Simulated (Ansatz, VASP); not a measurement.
**One calculation of P, two programs**

```
CELL_PARAMETERS angstrom
1.65355 -5.08118 0.00000
1.65355 5.08118 0.00000
0.00000 0.00000 4.13998
ATOMIC_POSITIONS crystal
P 0.39354 0.60646 0.57151
P 0.60646 0.39354 0.42849
P 0.89354 0.10646 0.92849
P 0.10646 0.89354 0.07151
```

Alike in both runs: functional LDA; k mesh 14 × 14 × 10; occupations gaussian, width 0.05 eV; no spin polarisation.

Ansatz relaxed the structure, and its values are those at the end. VASP's run is a single point on that final structure, the one shown.

|  | VASP | Ansatz |
| --- | --- | --- |
| version | VASP 6.6.1 | Ansatz 0.2.0 |
| potentials or method | VASP PAW LDA potentials, release 64 (P), cutoff 520 eV | scalar-relativistic, plane waves, PAW |
| valence electrons in the cell | 20 | 20 |

|  | VASP | Ansatz | Ansatz less VASP |
| --- | --- | --- | --- |
| pressure (GPa) | -0.3 | 0.0 | +0.27 |
| rms of the force components (eV/Å) | 0.030 | 0.007 | -0.0228 |

LDA's correlation is that of Perdew and Zunger in VASP and of Perdew and Wang (1992) in Ansatz.
